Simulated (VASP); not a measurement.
# Si62As (a cell with a defect) in VASP: single point with PBE+D3(BJ)

Aim: the single point of Si62As (a cell with a defect) with PBE+D3(BJ).

All numbers are computed with VASP 6.6.1; they aren't measurements. Logs are shortened: lines on timing, memory, paths and dates and some standing lists are left out, and cuts for length are marked.

## (1) The cell of the first run

The cell holds a defect, 63 atoms: a = 10.860 Å, b = 10.860 Å, c = 10.860 Å, α = 90.00°, β = 90.00°, γ = 90.00°.

## (2) Single point, PBE+D3(BJ), collinear spin

File INCAR:

```
PREC = Accurate
ENCUT = 520
EDIFF = 1E-6
ISMEAR = -1
SIGMA = 0.02
LREAL = Auto
LASPH = True
NELM = 150
ALGO = Normal
ISIF = 2
LWAVE = False
LCHARG = False
ISPIN = 2
MAGMOM = 0 0 0 0 0 0 0 0 0 0 0 0 0 0 0 0 0 0 0 0 0 0 0 0 0 0 0 0 0 0 0 0 0 0 0 0 0 0 0 0 0 0 0 0 0 0 0 0 0 0 0 0 0 0 0 0 0 0 0 0 0 0 1
LORBIT = 11
GGA = PE
IVDW = 12
NBANDS = 168
```

File KPOINTS:

```
Automatic mesh
0
Gamma
  1 1 1
```

File POSCAR:

```
Si62As
1.0
   10.8600000000      0.0000000000      0.0000000000
    0.0000000000     10.8600000000      0.0000000000
    0.0000000000      0.0000000000     10.8600000000
Si As
62 1
Direct
    0.4998398470      0.0006362692     -0.0000966121
    0.6242530419      0.1271020368      0.1244090317
    0.7489633188      0.2512595638     -0.0016158144
    0.8731504139      0.3760582152      0.1242211353
    0.7495762167      0.0042476494      0.2497253574
   -0.0003816842      0.0007638968     -0.0010938394
    0.1224859870      0.1253046445      0.1260774886
    0.2486848728      0.2498460492      0.0000602325
    0.3737915786      0.3760425437      0.1245223768
    0.4996965336      0.5007163796     -0.0002881176
    0.6244558764      0.6265202180      0.1244881980
    0.7505608428      0.7516856515     -0.0001796069
    0.8748390084      0.8779575348      0.1258736405
    0.2456314264      0.0012780225      0.2536348966
    0.3740151035      0.1256264091      0.3749900133
    0.4981434710      0.2510994671      0.2491637162
    0.6241893786      0.3759542244      0.3731519727
    0.7491308916      0.5019324920      0.2491541998
    0.8747743734      0.6261794137      0.3746924476
    0.4988937080      0.0008291218      0.4996680267
    0.6257729517      0.1255450073      0.6226990542
    0.7494673355      0.2508883032      0.4962230334
    0.8748663143      0.3746344653      0.6225180477
    0.7533995178      0.0015633348      0.7457733383
    0.8747955979      0.1257603147      0.8743433861
   -0.0002981622      0.5005819627     -0.0001965275
    0.1246695049      0.6267597584      0.1267371527
    0.2498967095      0.7504371305      0.0007713541
    0.3734258718      0.8757107520      0.1268045326
   -0.0040969695      0.2507230342      0.2495880922
    0.1224292703      0.3743357604      0.3748508532
    0.2487152473      0.5006182164      0.2507618213
    0.3749824208      0.6253158839      0.3755380533
    0.4995967090      0.7514956570      0.2505339695
    0.6256973081      0.8778439899      0.3748536263
    0.1222311238      0.1166620798      0.6225304736
    0.2454099063      0.2469654325      0.4991437131
    0.3734793848      0.3735625205      0.6246280480
    0.4997429998      0.5004942362      0.4996098117
    0.6267226160      0.6267759925      0.6246785216
    0.7532387784      0.7546591149      0.4987462963
    0.8833209077      0.8779846393      0.6222678096
    0.2495558267     -0.0007120999      0.7497351409
    0.3750228904      0.1249759731      0.8754255185
    0.4995267948      0.2497280245      0.7489011302
    0.6243163031      0.3759206008      0.8737836163
    0.7505325548      0.5006626355      0.7488396204
    0.8753004947      0.6253404711      0.8751617260
   -0.0011732256      0.7546300534      0.2530952406
    0.1218888603      0.8779979663      0.3837404379
   -0.0004086647      0.5013669159      0.4994947587
    0.1254999666      0.6244356315      0.6253908118
    0.2494395103      0.7510116329      0.5011487165
    0.3758256855      0.8750440155      0.6254602224
   -0.0011178407      0.2471788717      0.7456816260
    0.1246211000      0.3735679647      0.8735935938
    0.2500040508      0.4996347254      0.7500621034
    0.3753762157      0.6251152173      0.8753955376
    0.5006731374      0.7504362968      0.7498345323
    0.6267687509      0.8756173053      0.8734749519
    0.0010255267      0.7508721774      0.7493043035
    0.1253776340      0.8748156611      0.8757794250
    0.8882449778      0.1121002703      0.3884900816
```

Potentials or basis: VASP PAW PBE potentials, release 64 (Si, As).

Command:

```sh
cat potpaw_PBE.64/Si/POTCAR potpaw_PBE.64/As/POTCAR > POTCAR
mpirun -np 1 vasp_gam > vasp.out
```

OUTCAR:

```text
PREC = Accurate
   ENCUT = 520
   EDIFF = 1E-6
   ISMEAR = -1
   LREAL = Auto
   LASPH = True
   NELM = 150
   ISIF = 2
   ISPIN = 2
   LORBIT = 11
   GGA = PE
   IVDW = 12
 IVDW          = 12

 ion  position               nearest neighbor table
   1  0.500  0.001  1.000-  44 2.34   2 2.35  29 2.37  60 2.37
   2  0.624  0.127  0.124-   5 2.34  16 2.35   3 2.35   1 2.35
   3  0.749  0.251  0.998-  46 2.34   4 2.35   2 2.35  25 2.35
   4  0.873  0.376  0.124-  30 2.34   3 2.35  18 2.35  26 2.35
   5  0.750  0.004  0.250-   2 2.34  13 2.35  35 2.35  63 2.43
   6  1.000  0.001  0.999-  25 2.35  13 2.35   7 2.35  62 2.35
[... 43 lines left out ...]
  50  0.122  0.878  0.384-  53 2.33  49 2.37  14 2.37
  51  1.000  0.501  0.499-  19 2.35  23 2.35  31 2.35  52 2.35
  52  0.125  0.624  0.625-  57 2.34  53 2.35  61 2.35  51 2.35
  53  0.249  0.751  0.501-  50 2.33  54 2.35  52 2.35  33 2.36
  54  0.376  0.875  0.625-  59 2.34  20 2.35  53 2.35  43 2.35
  55  0.999  0.247  0.746-  25 2.35  23 2.35  36 2.36  56 2.38
  56  0.125  0.374  0.874-   8 2.35  57 2.35  26 2.37  55 2.38
  57  0.250  0.500  0.750-  52 2.34  56 2.35  38 2.35  58 2.36
  58  0.375  0.625  0.875-  10 2.34  28 2.36  59 2.36  57 2.36
  59  0.501  0.750  0.750-  54 2.34  40 2.35  60 2.35  58 2.36
  60  0.627  0.876  0.873-  12 2.35  59 2.35   1 2.37  24 2.38
  61  0.001  0.751  0.749-  42 2.33  62 2.35  52 2.35  48 2.36
  62  0.125  0.875  0.876-  28 2.34  43 2.35  61 2.35   6 2.35
  63  0.888  0.112  0.388-  30 2.43   5 2.43  22 2.43

  LATTYP: Found a simple cubic cell.
 ALAT       =    10.8600000000

  Lattice vectors:

 A1 = (  10.8600000000,   0.0000000000,   0.0000000000)
 A2 = (   0.0000000000,  10.8600000000,   0.0000000000)
 A3 = (   0.0000000000,   0.0000000000,  10.8600000000)

Analysis of symmetry for initial positions (statically):
=====================================================================
 Subroutine PRICEL returns:
 Original cell was already a primitive cell.

 Routine SETGRP: Setting up the symmetry group for a
 simple cubic supercell.

 Subroutine GETGRP returns: Found  1 space group operations
 (whereof  1 operations were pure point group operations)
 out of a pool of 48 trial point group operations.

The static configuration has the point symmetry C_1 .

Analysis of symmetry for dynamics (positions and initial velocities):
=====================================================================
 Subroutine PRICEL returns:
 Original cell was already a primitive cell.

 Routine SETGRP: Setting up the symmetry group for a
 simple cubic supercell.

 Subroutine GETGRP returns: Found  1 space group operations
 (whereof  1 operations were pure point group operations)
 out of a pool of 48 trial point group operations.

The dynamic configuration has the point symmetry C_1 .

Analysis of structural, dynamic, and magnetic symmetry:
=====================================================================
 Subroutine PRICEL returns:
 Original cell was already a primitive cell.

 Routine SETGRP: Setting up the symmetry group for a
 simple cubic supercell.

 Subroutine GETGRP returns: Found  1 space group operations
 (whereof  1 operations were pure point group operations)
 out of a pool of 48 trial point group operations.

The overall configuration has the point symmetry C_1 .

 Subroutine INISYM returns: Found  1 space group operations
 (whereof  1 operations are pure point group operations),
 and found     1 'primitive' translations

----------------------------------------------------------------------------------------

                                     Primitive cell

  volume of cell :    1280.8241

  direct lattice vectors                    reciprocal lattice vectors
    10.860000000  0.000000000  0.000000000     0.092081031  0.000000000  0.000000000
[... 178 lines left out ...]
   ISPIN  =      2    spin polarized calculation?
   LNONCOLLINEAR =      F non collinear calculations
   LSORBIT =      F    spin-orbit coupling
   LASPH  =      T    aspherical Exc in radial PAW
   ENCUT  =  520.0 eV  38.22 Ry    6.18 a.u.  20.19 20.19 20.19*2*pi/ulx,y,z
   NELM   =    150;   NELMIN=  2; NELMDL= -5     # of ELM steps
   EDIFF  = 0.1E-05   stopping-criterion for ELM
   LREAL  =      T    real-space projection
   EDIFFG = 0.1E-04   stopping-criterion for IOM
   NSW    =      0    number of steps for IOM
   IBRION =     -1    ionic relax: 0-MD 1-quasi-New 2-CG
   NFREE  =      0    steps in history (QN), initial steepest desc. (CG)
   ISIF   =      2    stress and relaxation
   ISYM   =      2    0-nonsym 1-usesym 2-fastsym
   POTIM  = 0.5000    time-step for ionic-motion
   TEBEG  =    0.0;   TEEND  =   0.0 temperature during run
   PSTRESS=    0.0 pullay stress
   NELECT =     253.0000    total number of electrons
   NUPDOWN=      -1.0000    fix difference up-down
   EMIN   =  10.00;   EMAX   =-10.00  energy-range for DOS
   EFERMI =   0.00;   METHOD = LEGACY
   ISMEAR =    -1;   SIGMA  =   0.02  broadening in eV -4-tet -1-fermi 0-gaus
   EFERMI_NEDOS =   21; number of points for ismear=-14 and -15
   IALGO  =     38    algorithm
   IMIX   =      4    mixing-type and parameters
     AMIX     =   0.40;   BMIX     =  1.00
     AMIX_MAG =   1.60;   BMIX_MAG =  1.00
  volume/ion in A,a.u.               =      20.33       137.20
  Fermi-wavevector in a.u.,A,eV,Ry     =   0.953422  1.801706 12.367880  0.909014
  Thomas-Fermi vector in A             =   2.082076
   LORBIT       =     11    0 simple, 1 ext, 2 COOP (PROOUT), +10 PAW based schemes
   GGA     = PE    functional components
   LHFCALC =     F    Hartree Fock is set to
   AEXX    =    0.0000 exact exchange contribution
   IVDW    =    12    specifies the selected vdW correction
   LEPSILON=     F    determine dielectric tensor
   LRPA    =     F    only Hartree local field effects (RPA)
 spin polarized calculation
  energy-cutoff  :      520.00
  volume of cell :     1280.82
 maximum number of plane-waves:     17229
 NGX is ok and might be reduce to    84
   NGX = 41   NGY = 41   NGZ = 41

 number of electron     252.9999987 magnetization       0.9940478

 Free energy of the ion-electron system (eV)
  ---------------------------------------------------
  ext. energy  EPLUGINS =         0.00000000
  ---------------------------------------------------
  free energy    TOTEN  =      -332.02826186 eV

  energy without entropy =     -332.00024949  energy(sigma->0) =     -332.01425567

 E-fermi :   6.2505     XC(G=0):  -9.3437

 val. band max:        6.2459604105   @ k =   0.0000   0.0000   0.0000
 cond. band min:       6.2554206065   @ k =   0.0000   0.0000   0.0000
 fundamental gap:      0.0094601960
 Fermi energy:         6.2505466196

 spin component 1

 k-point     1 :       0.0000    0.0000    0.0000
  band No.  band energies     occupation
      1      -6.3470      1.00000
      2      -5.7850      1.00000
      3      -5.1710      1.00000
      4      -5.1709      1.00000
      5      -5.1518      1.00000
      6      -5.1511      1.00000
[... 130 lines left out ...]
    137       6.8464      0.00000
    138       6.9355      0.00000
 Fermi energy:         6.2505466196

 spin component 2

 k-point     1 :       0.0000    0.0000    0.0000
  band No.  band energies     occupation
      1      -6.3361      1.00000
      2      -5.7759      1.00000
      3      -5.1600      1.00000
      4      -5.1599      1.00000
      5      -5.1399      1.00000
      6      -5.1379      1.00000
[... 130 lines left out ...]
    137       6.8583      0.00000
    138       6.9517      0.00000
 [bands above 138 left out]

------------------------ aborting loop because EDIFF is reached ----------------------------------------

 Edisp (eV)  -19.96051

 E6    (eV) :   -11.6818

 E8    (eV) :    -8.2787

  FORCE on cell =-STRESS in cart. coord.  units (eV):
  Direction    XX          YY          ZZ          XY          YZ          ZX
  --------------------------------------------------------------------------------------
  -------------------------------------------------------------------------------------
  Total      -2.96736    -2.74793    -2.82125    -4.32623    -4.11342     4.44232
  in kB      -3.71186    -3.43737    -3.52909    -5.41167    -5.14546     5.55688
  external pressure =       -3.56 kB  Pullay stress =        0.00 kB

 VOLUME and BASIS-vectors are now :
 -----------------------------------------------------------------------------
  energy-cutoff  :      520.00
  volume of cell :     1280.82
      direct lattice vectors                 reciprocal lattice vectors
    10.860000000  0.000000000  0.000000000     0.092081031  0.000000000  0.000000000
     0.000000000 10.860000000  0.000000000     0.000000000  0.092081031  0.000000000
     0.000000000  0.000000000 10.860000000     0.000000000  0.000000000  0.092081031

 POSITION                                       TOTAL-FORCE (eV/Angst)
 -----------------------------------------------------------------------------------
      5.42826      0.00691     10.85895         0.014089     -0.005216      0.007566
      6.77939      1.38033      1.35108        -0.012307      0.001262     -0.009220
      8.13374      2.72868     10.84245         0.002217      0.001986      0.008110
      9.48241      4.08399      1.34904        -0.012309      0.011398     -0.009811
      8.14040      0.04613      2.71202         0.003974      0.003889     -0.003304
     10.85585      0.00830     10.84812         0.007736     -0.006679      0.028238
[... 55 lines left out ...]
      1.36160      9.50050      9.51096        -0.002974      0.004873     -0.005142
      9.64634      1.21741      4.21900        -0.003997     -0.004413      0.006458
 -----------------------------------------------------------------------------------
    total drift:                               -0.010242      0.008274     -0.013773

  FREE ENERGIE OF THE ION-ELECTRON SYSTEM (eV)
  ---------------------------------------------------
  free  energy   TOTEN  =      -351.9887739664 eV

  energy  without entropy=     -351.9607615993  energy(sigma->0) =     -351.97476778

 total charge

# of ion       s       p       d       tot
------------------------------------------
    1        0.745   0.944   0.000   1.689
    2        0.741   0.960   0.000   1.700
    3        0.738   0.962   0.000   1.700
    4        0.740   0.960   0.000   1.700
    5        0.742   0.929   0.000   1.671
    6        0.737   0.963   0.000   1.700
[... 55 lines left out ...]
   62        0.739   0.963   0.000   1.702
   63        1.277   1.470   0.037   2.785
--------------------------------------------------
tot         47.295  60.274   0.037 107.606

 magnetization (x)

# of ion       s       p       d       tot
------------------------------------------
    1       -0.000   0.004   0.000   0.004
    2        0.001   0.001   0.000   0.002
    3        0.000   0.001   0.000   0.001
    4        0.001   0.000   0.000   0.001
    5        0.000   0.002   0.000   0.002
    6       -0.000  -0.001   0.000  -0.001
[... 55 lines left out ...]
   62        0.001  -0.000   0.000   0.000
   63       -0.001   0.006   0.001   0.006
--------------------------------------------------
tot          0.081   0.264   0.001   0.345
```

Wall time 26 min (1 thread of Intel Xeon 8259CL, shared host); peak memory 1.4 GiB.

Results:

```
Free energy                                           : -351.9888 eV
Pressure                                              : -0.4 GPa
Largest force                                         : 0.049 eV/Å
Net moment                                            : 0.99 μB per cell
Site moments                                          : Si +0.00, -0.00, +0.01, +0.07, +0.06 (each value once); As +0.01 μB
Valence electrons inside the program's atomic spheres : Si 1.69, 1.70, 1.67, 1.68, 1.64 (each value once); As 2.79
Dispersion energy per atom                            : -0.317 eV
```

Forces in eV/Å, atoms in the order of the input:
```
Si   0.014 -0.005  0.008
Si  -0.012  0.001 -0.009
Si   0.002  0.002  0.008
Si  -0.012  0.011 -0.010
Si   0.004  0.004 -0.003
Si   0.008 -0.007  0.028
Si  -0.001  0.011 -0.009
Si   0.002 -0.009 -0.004
Si  -0.020  0.002  0.000
Si   0.013 -0.006  0.011
Si  -0.007  0.013 -0.003
Si   0.004 -0.006  0.006
Si  -0.009  0.001 -0.012
Si   0.000 -0.026  0.002
Si  -0.011  0.006 -0.012
Si   0.010  0.010 -0.004
Si  -0.016  0.012 -0.005
Si  -0.001 -0.005  0.000
Si  -0.019  0.003 -0.014
Si   0.030 -0.004  0.007
Si  -0.007  0.002 -0.008
Si   0.003  0.002  0.004
Si  -0.013  0.004 -0.001
Si   0.012 -0.026  0.001
Si  -0.020  0.006 -0.017
Si   0.021 -0.009  0.007
Si  -0.026  0.004  0.010
Si   0.007 -0.005  0.017
Si  -0.009  0.017  0.008
Si   0.008  0.004 -0.010
Si  -0.005  0.010 -0.002
Si   0.008 -0.005 -0.002
Si  -0.004  0.000 -0.001
Si   0.009  0.003  0.008
Si  -0.014 -0.001 -0.007
Si  -0.024  0.005  0.002
Si   0.020  0.003  0.030
Si  -0.017 -0.002 -0.016
Si   0.018 -0.006  0.016
Si   0.001  0.003 -0.024
Si   0.006  0.000  0.040
Si  -0.004  0.010 -0.016
Si   0.013  0.020  0.002
Si  -0.007 -0.005 -0.006
Si   0.008  0.000 -0.002
Si  -0.008  0.001 -0.014
Si   0.011 -0.007  0.002
Si   0.000  0.000 -0.008
Si   0.048 -0.005  0.006
Si  -0.017 -0.004 -0.008
Si   0.010 -0.016  0.010
Si  -0.002  0.007  0.003
Si   0.007 -0.011 -0.019
Si  -0.017  0.003  0.001
Si   0.042  0.001  0.011
Si  -0.024 -0.004 -0.005
Si   0.007 -0.024  0.003
Si  -0.022  0.008 -0.016
Si   0.024  0.000  0.006
Si  -0.003  0.020 -0.003
Si  -0.015 -0.013  0.014
Si  -0.003  0.005 -0.005
As  -0.004 -0.004  0.006
```

Levels at points of the mesh, in eV from the Fermi level:
Spin up:
```
           k point  band 125  band 126  band 127  band 128  band 129  band 130
(0.00, 0.00, 0.00)     -0.86     -0.42      0.00      0.00      0.18      0.18
```
Spin down:
| k point | band 124 | band 125 | band 126 | band 127 | band 128 | band 129 |
| --- | --- | --- | --- | --- | --- | --- |
| (0.00, 0.00, 0.00) | -0.81 | -0.81 | -0.39 | 0.13 | 0.13 | 0.19 |

Caveat: the k points lie up to 0.58 Å⁻¹ apart.
